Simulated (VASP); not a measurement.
# KBr in VASP: notebook, part 2 of 2

VASP 6.6.1.

## (3) Single point, r2SCAN (strain -0.3%)

File POSCAR:

```
KBr
1.0
    0.0000000000      3.6768655648      3.6768655648
    3.6768655648      0.0000000000      3.6768655648
    3.6768655648      3.6768655648      0.0000000000
K Br
1 1
Direct
    0.0000000000      0.0000000000      0.0000000000
    0.2500000000      0.2500000000      0.2500000000
```

File INCAR.step1:

```
SYSTEM = KBr
PREC     = Accurate       ! precision mode
ENCUT    = 520            ! plane-wave cutoff, eV
ISMEAR   = 0              ! smearing method
SIGMA    = 0.01           ! smearing width, eV
LREAL    = .FALSE.        ! projectors in reciprocal space
LASPH    = .TRUE.         ! aspherical terms in the spheres
NELM     = 60             ! most SCF steps
NBANDS   = 15             ! bands
GGA      = PE             ! functional
ALGO     = Normal         ! electronic algorithm
EDIFF    = 1E-4           ! SCF threshold, eV
LWAVE    = .TRUE.         ! write WAVECAR
LCHARG   = .FALSE.        ! write CHGCAR
```

File INCAR.step2:

```
SYSTEM = KBr
PREC     = Accurate       ! precision mode
ENCUT    = 520            ! plane-wave cutoff, eV
EDIFF    = 1E-7           ! SCF threshold, eV
ISMEAR   = 0              ! smearing method
SIGMA    = 0.01           ! smearing width, eV
LREAL    = .FALSE.        ! projectors in reciprocal space
LASPH    = .TRUE.         ! aspherical terms in the spheres
NELM     = 60             ! most SCF steps
ALGO     = Normal         ! electronic algorithm
ISIF     = 2              ! what is computed and relaxed
LWAVE    = .FALSE.        ! write WAVECAR
LCHARG   = .FALSE.        ! write CHGCAR
METAGGA  = R2SCAN         ! meta-GGA
LMIXTAU  = .TRUE.       
NBANDS   = 15             ! bands
ISTART   = 1
```

File KPOINTS:

```
Automatic mesh
0
G
  6 6 6
  0 0 0
```

Potentials or basis: VASP PAW PBE potentials, release 64 (K_sv, Br).

Started as:

```bash
> cat potpaw_PBE.64/K_sv/POTCAR potpaw_PBE.64/Br/POTCAR > POTCAR
> cp INCAR.step1 INCAR
> mpirun -np 1 vasp_std > vasp.out
> cp INCAR.step2 INCAR
> mpirun -np 1 vasp_std > vasp.out
```

OUTCAR:

```text
SYSTEM = KBr
   PREC = Accurate
   ENCUT = 520
   EDIFF = 1E-7
   ISMEAR = 0
   LREAL = .FALSE.
   LASPH = .TRUE.
   NELM = 60
   ISIF = 2
   METAGGA = R2SCAN
   ISTART = 1

 ion  position               nearest neighbor table
   1  0.000  0.000  0.000-   2 3.18   2 3.18   2 3.18   2 3.18
   2  0.250  0.250  0.250-   1 3.18   1 3.18   1 3.18   1 3.18

  LATTYP: Found a face centered cubic cell.
 ALAT       =     7.3537311296

  Lattice vectors:

 A1 = (   0.0000000000,   3.6768655648,   3.6768655648)
 A2 = (   3.6768655648,   0.0000000000,   3.6768655648)
 A3 = (   3.6768655648,   3.6768655648,   0.0000000000)

Analysis of symmetry for initial positions (statically):
=====================================================================
 Subroutine PRICEL returns:
 Original cell was already a primitive cell.

 Routine SETGRP: Setting up the symmetry group for a
 face centered cubic supercell.

 Subroutine GETGRP returns: Found 24 space group operations
 (whereof 24 operations were pure point group operations)
 out of a pool of 48 trial point group operations.

The static configuration has the point symmetry T_d .

Analysis of symmetry for dynamics (positions and initial velocities):
=====================================================================
 Subroutine PRICEL returns:
 Original cell was already a primitive cell.

 Routine SETGRP: Setting up the symmetry group for a
 face centered cubic supercell.

 Subroutine GETGRP returns: Found 24 space group operations
 (whereof 24 operations were pure point group operations)
 out of a pool of 48 trial point group operations.

The dynamic configuration has the point symmetry T_d .

 Subroutine INISYM returns: Found 24 space group operations
 (whereof 24 operations are pure point group operations),
 and found     1 'primitive' translations

----------------------------------------------------------------------------------------

                                     Primitive cell

  volume of cell :      99.4176

  direct lattice vectors                    reciprocal lattice vectors
     0.000000000  3.676865565  3.676865565    -0.135985391  0.135985391  0.135985391
     3.676865565  0.000000000  3.676865565     0.135985391 -0.135985391  0.135985391
     3.676865565  3.676865565  0.000000000     0.135985391  0.135985391 -0.135985391

  length of vectors
     5.199873149  5.199873149  5.199873149     0.235533606  0.235533606  0.235533606

  position of ions in fractional coordinates (direct lattice)
     0.000000000  0.000000000  0.000000000
     0.250000000  0.250000000  0.250000000

  ion indices of the primitive-cell ions
   primitive index   ion index
                 1           1
                 2           2

----------------------------------------------------------------------------------------

 KPOINTS: Automatic mesh

Automatic generation of k-mesh.
 Grid dimensions read from file:
 generate k-points for:    6    6    6

 Generating k-lattice:

[... 23 lines left out ...]
  0.333333  0.166667  0.000000     24.000000
[... 8 lines left out ...]
 -0.333333  0.333333  0.166667     24.000000
 -0.333333  0.500000  0.166667     12.000000
   k-points           NKPTS =     16   k-points in BZ     NKDIM =     16   number of bands    NBANDS=     15
   number of dos      NEDOS =    301   number of ions     NIONS =      2
   total plane-waves  NPLWV =  64000
   dimension x,y,z NGX =    40 NGY =   40 NGZ =   40
   dimension x,y,z NGXF=    80 NGYF=   80 NGZF=   80
   ions per type =               1   1
   NGX,Y,Z   is equivalent  to a cutoff of  12.79, 12.79, 12.79 a.u.
   NGXF,Y,Z  is equivalent  to a cutoff of  25.58, 25.58, 25.58 a.u.
 SYSTEM =  KBr
   PREC   = accura    normal or accurate (medium, high low for compatibility)
   ISTART =      1    job   : 0-new  1-cont  2-samecut
   ICHARG =      0    charge: 1-file 2-atom 10-const
   ISPIN  =      1    spin polarized calculation?
   LNONCOLLINEAR =      F non collinear calculations
   LSORBIT =      F    spin-orbit coupling
   LASPH  =      T    aspherical Exc in radial PAW
   ENCUT  =  520.0 eV  38.22 Ry    6.18 a.u.   9.67  9.67  9.67*2*pi/ulx,y,z
   NELM   =     60;   NELMIN=  2; NELMDL=  0     # of ELM steps
   EDIFF  = 0.1E-06   stopping-criterion for ELM
   LREAL  =      F    real-space projection
   EDIFFG = 0.1E-05   stopping-criterion for IOM
   NSW    =      0    number of steps for IOM
   IBRION =     -1    ionic relax: 0-MD 1-quasi-New 2-CG
   NFREE  =      0    steps in history (QN), initial steepest desc. (CG)
   ISIF   =      2    stress and relaxation
   ISYM   =      2    0-nonsym 1-usesym 2-fastsym
   POTIM  = 0.5000    time-step for ionic-motion
   TEBEG  =    0.0;   TEEND  =   0.0 temperature during run
   PSTRESS=    0.0 pullay stress
   NELECT =      16.0000    total number of electrons
   NUPDOWN=      -1.0000    fix difference up-down
   EMIN   =  10.00;   EMAX   =-10.00  energy-range for DOS
   EFERMI =   0.00;   METHOD = LEGACY
   ISMEAR =     0;   SIGMA  =   0.01  broadening in eV -4-tet -1-fermi 0-gaus
   EFERMI_NEDOS =   21; number of points for ismear=-14 and -15
   IALGO  =     38    algorithm
   IMIX   =      4    mixing-type and parameters
     AMIX     =   0.40;   BMIX     =  1.00
     AMIX_MAG =   1.60;   BMIX_MAG =  1.00
  volume/ion in A,a.u.               =      49.71       335.45
  Fermi-wavevector in a.u.,A,eV,Ry     =   0.890486  1.682774 10.788947  0.792965
  Thomas-Fermi vector in A             =   2.012183
   LORBIT       =      0    0 simple, 1 ext, 2 COOP (PROOUT), +10 PAW based schemes
   METAGGA = R2SCAN    functional components
   LHFCALC =     F    Hartree Fock is set to
   AEXX    =    0.0000 exact exchange contribution
   IVDW    =     0    specifies the selected vdW correction
   LEPSILON=     F    determine dielectric tensor
   LRPA    =     F    only Hartree local field effects (RPA)
 non-spin polarized calculation
 Gauss-broadening in eV      SIGMA  =   0.01
  energy-cutoff  :      520.00
  volume of cell :       99.42
 maximum number of plane-waves:      2698
 NGX is ok and might be reduce to    40
   NGX = 19   NGY = 19   NGZ = 19

 number of electron      15.9999997 magnetization

 Free energy of the ion-electron system (eV)
  ---------------------------------------------------
  ext. energy  EPLUGINS =         0.00000000
  ---------------------------------------------------
  free energy    TOTEN  =       -22.96691285 eV

  energy without entropy =      -22.96691285  energy(sigma->0) =      -22.96691285

 E-fermi :  -3.4146     XC(G=0):  -6.2241

 val. band max:       -3.4873645006   @ k =  -0.3333   0.1667   0.0000
 cond. band min:       1.3684590618   @ k =   0.0000   0.0000   0.0000
 fundamental gap:      4.8558235624
 Fermi energy:        -3.4145911548

 k-point     1 :       0.0000    0.0000    0.0000
  band No.  band energies     occupation
      1     -32.3773      2.00000
      2     -15.7974      2.00000
      3     -15.1013      2.00000
      4     -15.1013      2.00000
      5     -15.1013      2.00000
      6      -3.5027      2.00000
      7      -3.5027      2.00000
      8      -3.5027      2.00000
      9       1.3685      0.00000
     10       5.8834      0.00000
     11       5.8834      0.00000
     12       6.8846      0.00000
     13       6.8846      0.00000
     14       6.8846      0.00000
[... 257 lines left out ...]
      2     -16.0329      2.00000
      3     -15.1222      2.00000
      4     -15.1177      2.00000
      5     -14.8113      2.00000
      6      -3.8159      2.00000
      7      -3.6090      2.00000
      8      -3.5107      2.00000
      9       3.2370      0.00000
     10       4.3069      0.00000
     11       6.2191      0.00000
     12       6.3626      0.00000
     13       6.6310      0.00000
     14       7.0408      0.00000
     15       7.6225      0.00000

------------------------ aborting loop because EDIFF is reached ----------------------------------------

  FORCE on cell =-STRESS in cart. coord.  units (eV):
  Direction    XX          YY          ZZ          XY          YZ          ZX
  --------------------------------------------------------------------------------------
  -------------------------------------------------------------------------------------
  Total        0.0652509      0.0652509      0.0652509      0.0000000      0.0000000      0.0000000
  in kB        1.0515595      1.0515595      1.0515595      0.0000000      0.0000000      0.0000000
  external PRESSURE =       1.0515595 kB  Pullay stress =       0.0000000 kB

 VOLUME and BASIS-vectors are now :
 -----------------------------------------------------------------------------
  energy-cutoff  :      520.00
  volume of cell :       99.42
      direct lattice vectors                 reciprocal lattice vectors
     0.000000000  3.676865565  3.676865565    -0.135985391  0.135985391  0.135985391
     3.676865565  0.000000000  3.676865565     0.135985391 -0.135985391  0.135985391
     3.676865565  3.676865565  0.000000000     0.135985391  0.135985391 -0.135985391

 POSITION                                       TOTAL-FORCE (eV/Angst)
 -----------------------------------------------------------------------------------
      0.00000      0.00000      0.00000        -0.000000     -0.000000     -0.000000
      1.83843      1.83843      1.83843         0.000000      0.000000      0.000000
 -----------------------------------------------------------------------------------
    total drift:                               -0.000000     -0.000000     -0.000000

  FREE ENERGIE OF THE ION-ELECTRON SYSTEM (eV)
  ---------------------------------------------------
  free  energy   TOTEN  =       -22.9669128509 eV

  energy  without entropy=      -22.9669128509  energy(sigma->0) =      -22.96691285
```

Wall time 57 s (1 thread of Intel Xeon Platinum 8481C at 2.70GHz (Sapphire Rapids), shared host); peak memory 0.26 GiB.

Results:

- Free energy: -22.9669 eV
- Pressure: 0.1 GPa
- Band gap on the k mesh: 4.86 eV, indirect (least direct gap 4.87 eV)

Caveat: the cell differs from its parent crystal (strain -0.3%); the PAW data sets were made with another functional, which shifts forces and pressure a little. A k mesh can miss the band edges.

## (4) Single point, PBE (epitaxial xy strain -1.1%)

File INCAR:

```
PREC     = Accurate       # precision mode
ENCUT    = 520            # plane-wave cutoff, eV
EDIFF    = 1E-6           # SCF threshold, eV
ISMEAR   = -1             # smearing method
SIGMA    = 0.02           # smearing width, eV
LREAL    = F              # projectors in reciprocal space
LASPH    = T              # aspherical terms in the spheres
NELM     = 60             # most SCF steps
ALGO     = Normal         # electronic algorithm
ISIF     = 2              # what is computed and relaxed
LWAVE    = F              # write WAVECAR
LCHARG   = T              # write CHGCAR
GGA      = PE             # functional
LELF     = T              # ELF
LVHAR    = T            
NBANDS   = 15             # bands
```

File KPOINTS:

```
regular mesh
0
Gamma
  6 6 6
```

File POSCAR:

```
KBr
1.0
    0.0000000000      3.6466215106      3.7680270433
    3.6466215106      0.0000000000      3.7680270433
    3.6466215106      3.6466215106      0.0000000000
K Br
1 1
Direct
    0.0000000000      0.0000000000      0.0000000000
    0.2500000000      0.2500000000      0.2500000000
```

Started as:

```bash
> cat potpaw_PBE.64/K_sv/POTCAR potpaw_PBE.64/Br/POTCAR > POTCAR
> mpirun -np 1 vasp_std > vasp.out
```

Wall time 21 s (1 thread of Intel Xeon Platinum 8481C at 2.70GHz (Sapphire Rapids), shared host); peak memory 0.25 GiB.

Results (log left out):

```yaml
Free_energy: -6.0345 eV
Pressure: 0.3 GPa
Band_gap_on_the_k_mesh: 4.27 eV, indirect (least direct gap 4.29 eV)
```

Levels at points of the mesh, in eV from the valence-band top:
| k point | band 6 | band 7 | band 8 | band 9 | band 10 | band 11 |
| --- | --- | --- | --- | --- | --- | --- |
| (0.00, 0.00, 0.00) | -0.04 | -0.02 | -0.02 | 4.27 | 8.49 | 8.71 |
| (0.50, 0.00, 0.00) | -0.41 | -0.03 | 0.00 | 6.51 | 6.97 | 8.13 |
| (0.50, 0.50, 0.00) | -0.47 | -0.01 | -0.01 | 6.02 | 7.16 | 8.80 |
| (0.50, 0.00, 0.50) | -0.44 | -0.05 | -0.04 | 6.07 | 7.16 | 8.98 |

Caveat: the cell differs from its parent crystal (epitaxial xy strain -1.1%).

## (5) Single point, PBE (uniaxial z strain +3.4%)

File INCAR:

```
SYSTEM = KBr
ALGO = Normal ; EDIFF = 1E-6
ENCUT = 520 ; GGA = PE
ISIF = 2 ; ISMEAR = -1
LASPH = .True. ; LCHARG = .False.
LREAL = .False. ; LWAVE = .False.
NBANDS = 15 ; NELM = 80
PREC = Accurate ; SIGMA = 0.02
```

File KPOINTS:

```
k-points
0
Gamma
  6 6 6
  0 0 0
```

File POSCAR:

```
KBr
1.0
    0.0000000000      3.6882992926      3.8118573189
    3.6882992926      0.0000000000      3.8118573189
    3.6882992926      3.6882992926      0.0000000000
K Br
1 1
Direct
    0.0000000000      0.0000000000      0.0000000000
    0.2500000000      0.2500000000      0.2500000000
```

Started as:

```bash
> cat potpaw_PBE.64/K_sv/POTCAR potpaw_PBE.64/Br/POTCAR > POTCAR
> mpirun -np 1 vasp_std > vasp.out
```

Wall time 19 s (1 thread of Intel Xeon Platinum 8481C at 2.70GHz (Sapphire Rapids), shared host); peak memory 0.25 GiB.

The run converged. Its results:

- Free energy: -6.0372 eV
- Pressure: 0.0 GPa
- Band gap on the k mesh: 4.21 eV, indirect (least direct gap 4.23 eV)

Levels at points of the mesh, in eV from the valence-band top:
| k point | band 5 | band 6 | band 7 | band 8 | band 9 | band 10 | band 11 | band 12 |
| --- | --- | --- | --- | --- | --- | --- | --- | --- |
| (0.00, 0.00, 0.00) | -11.39 | -0.04 | -0.02 | -0.02 | 4.21 | 8.43 | 8.65 | 9.41 |
| (0.50, 0.00, 0.00) | -11.17 | -0.39 | -0.03 | 0.00 | 6.41 | 6.87 | 8.07 | 8.19 |
| (0.50, 0.50, 0.00) | -11.10 | -0.44 | -0.02 | -0.02 | 5.99 | 7.11 | 8.59 | 9.28 |
| (0.50, 0.00, 0.50) | -11.12 | -0.42 | -0.05 | -0.04 | 6.04 | 7.11 | 8.75 | 9.29 |

Caveat: the cell differs from its parent crystal (uniaxial z strain +3.4%). A k mesh can miss the band edges.

## (6) Single point, r2SCAN (epitaxial xy strain -1.1%)

File POSCAR:

```
KBr
1.0
    0.0000000000      3.6466215106      3.7680270433
    3.6466215106      0.0000000000      3.7680270433
    3.6466215106      3.6466215106      0.0000000000
K Br
1 1
Direct
    0.0000000000      0.0000000000      0.0000000000
    0.2500000000      0.2500000000      0.2500000000
```

File INCAR.step1:

```
SYSTEM = KBr
PREC = Accurate
ENCUT = 520
ISMEAR = 0
SIGMA = 0.01
LREAL = .False.
LASPH = .True.
NELM = 80
NBANDS = 15
GGA = PE
ALGO = Normal
EDIFF = 1E-4
LWAVE = .True.
LCHARG = .False.
```

File INCAR.step2:

```
SYSTEM = KBr
PREC = Accurate
ENCUT = 520
EDIFF = 1E-6
ISMEAR = 0
SIGMA = 0.01
LREAL = .False.
LASPH = .True.
NELM = 80
ALGO = Normal
ISIF = 2
LWAVE = .False.
LCHARG = .False.
METAGGA = R2SCAN
LMIXTAU = .True.
NBANDS = 15
ISTART = 1
```

File KPOINTS:

```
regular mesh
0
Gamma
  6 6 6
  0 0 0
```

Potentials or basis: VASP PAW PBE potentials, release 64 (K_sv, Br).

Started as:

```bash
> cat potpaw_PBE.64/K_sv/POTCAR potpaw_PBE.64/Br/POTCAR > POTCAR
> cp INCAR.step1 INCAR
> mpirun -np 1 vasp_std > vasp.out
> cp INCAR.step2 INCAR
> mpirun -np 1 vasp_std > vasp.out
```

Run time: 68 s. Hardware: 1 thread of Intel Xeon Platinum 8481C at 2.70GHz (Sapphire Rapids), shared host; peak memory 0.27 GiB.

Results (log left out):

* Free energy: -22.9672 eV
* Pressure: 0.0 GPa
* Band gap on the k mesh: 4.83 eV, indirect (least direct gap 4.85 eV)

Levels at points of the mesh, in eV from the valence-band top:
| k point | band 4 | band 5 | band 6 | band 7 | band 8 | band 9 | band 10 | band 11 | band 12 | band 13 |
| --- | --- | --- | --- | --- | --- | --- | --- | --- | --- | --- |
| (0.00, 0.00, 0.00) | -11.65 | -11.65 | -0.04 | -0.02 | -0.02 | 4.83 | 9.22 | 9.46 | 10.24 | 10.38 |
| (0.50, 0.00, 0.00) | -11.66 | -11.44 | -0.40 | -0.03 | 0.00 | 7.16 | 7.47 | 8.81 | 8.94 | 10.34 |
| (0.50, 0.50, 0.00) | -11.67 | -11.36 | -0.45 | -0.02 | -0.02 | 6.48 | 7.75 | 9.74 | 10.25 | 10.25 |
| (0.50, 0.00, 0.50) | -11.66 | -11.38 | -0.43 | -0.05 | -0.04 | 6.52 | 7.76 | 9.94 | 10.16 | 10.29 |

Caveat: the cell differs from its parent crystal (epitaxial xy strain -1.1%); the PAW data sets were made with another functional, which shifts forces and pressure a little.

## (7) Overview

```csv
level,cell,smearing,gap on the mesh (eV),pressure (GPa)
PBE,"a = 5.200 Å, angles 60.0°, 2 atoms",fermi-dirac 0.02 eV,4.30,0.4
r2SCAN,"a = 5.200 Å, angles 60.0°, 2 atoms",gaussian 0.01 eV,4.86,0.1
PBE,"a = 5.244, b = 5.244, c = 5.157 Å, angles 60.5, 60.5, 58.9°, 2 atoms",fermi-dirac 0.02 eV,4.27,0.3
PBE,"a = 5.304, b = 5.304, c = 5.216 Å, angles 60.5, 60.5, 58.9°, 2 atoms",fermi-dirac 0.02 eV,4.21,0.0
r2SCAN,"a = 5.244, b = 5.244, c = 5.157 Å, angles 60.5, 60.5, 58.9°, 2 atoms",gaussian 0.01 eV,4.83,0.0
```

Alike in all rows: task single point; potentials or basis VASP PAW PBE potentials, release 64 (K_sv, Br); no spin polarisation; k mesh 6 × 6 × 6; cutoff (eV) 520.

Caveats: the PAW data sets were made with another functional, which shifts forces and pressure a little (some runs).

Total energies depend on the potentials used, so only differences within one code and one set of settings carry meaning.
